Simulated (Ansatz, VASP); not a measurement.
**V in VASP and in Ansatz**

```
V
1.0
     2.81230    0.00000    0.00000
    -1.40615    2.43552    0.00000
     0.00000    0.00000    4.45149
V
2
Direct
  0.33333 0.66667 0.25000
  0.66667 0.33333 0.75000
```

Alike in both runs: task single point; functional PBEsol; k mesh 6 × 6 × 4; occupations gaussian, width 0.1 eV; collinear spin.

|  | VASP | Ansatz |
| --- | --- | --- |
| version | VASP 6.6.1 | Ansatz 0.2.0 |
| potentials or method | VASP PAW PBE potentials, release 64 (V_sv), cutoff 520 eV | scalar-relativistic, plane waves, PAW |
| valence electrons in the cell | 26 | 26 |

```tsv
	VASP	Ansatz	Ansatz less VASP
gap on the k mesh at the Fermi level (eV)	none	none	-
pressure (GPa)	-18.6	-18.7	-0.15
traceless stress, the component that is largest in VASP (GPa)	3.73	3.74	+0.012
net moment per atom (μB)	0.25	0.26	+0.002
size of the moment on the site where the two differ most (μB)	0.22	0.22	+0.001
```

VASP's potentials were made for PBE, not for PBEsol. Site moments also hang on the region over which each program counts them. A gap of «none» marks a metal or a gap that the smearing closes. The functional is the same, so the differences come from potentials, cutoffs and numerics.

The k mesh is coarse, so the values compare programs but aren't converged.
